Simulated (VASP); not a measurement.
## CsCl: vibrations by perturbation theory with LDA

Crystal: CsCl.

```
CELL_PARAMETERS angstrom
3.88102 0.00000 0.00000
0.00000 3.88102 0.00000
0.00000 0.00000 3.88102
ATOMIC_POSITIONS crystal
Cs 0.00000 0.00000 0.00000
Cl 0.50000 0.50000 0.50000
```

```
Program                : VASP 6.6.1
Task                   : vibrations by perturbation theory
Functional             : LDA
Potentials or basis    : VASP PAW LDA potentials, release 64 (Cs_sv, Cl)
Cutoff                 : 500 eV
k mesh                 : 6 × 6 × 6
Occupations            : gaussian, width 0.01 eV
Spin                   : no spin polarisation
Dipole correction      : no
Further INCAR settings : ALGO = Normal; EDIFF = 1e-08; NBANDS = 15; IBRION = 8; NSW = 1
```

```json
{"Electronic dielectric tensor (diagonal)": "3.31", "Born charges (mean of the diagonal)": "Cs +1.36; Cl -1.36 e", "Highest phonon frequency at Γ, LO-TO splitting left out": "135 cm⁻¹"}
```

Phonon frequencies in cm⁻¹ (negative: imaginary):
```csv
q point,frequencies
"(0.000, 0.000, 0.000)",0 0 0 135 135 135
```

Electronic dielectric tensor:
```
3.31 0.00 0.00
0.00 3.31 0.00
0.00 0.00 3.31
```

Born effective charge tensors (e):
atom 1, Cs
```
1.36 0.00 0.00
0.00 1.36 0.00
0.00 0.00 1.36
```
atom 2, Cl
```
-1.36  0.00  0.00
 0.00 -1.36  0.00
 0.00  0.00 -1.36
```

Wall time 100 s on 1 thread of Intel(R) Xeon(R) 6975P-C (Granite Rapids), on a shared host, peak memory 0.21 GiB.

Caveat: the cell wasn't relaxed at this level first, which shifts response properties.
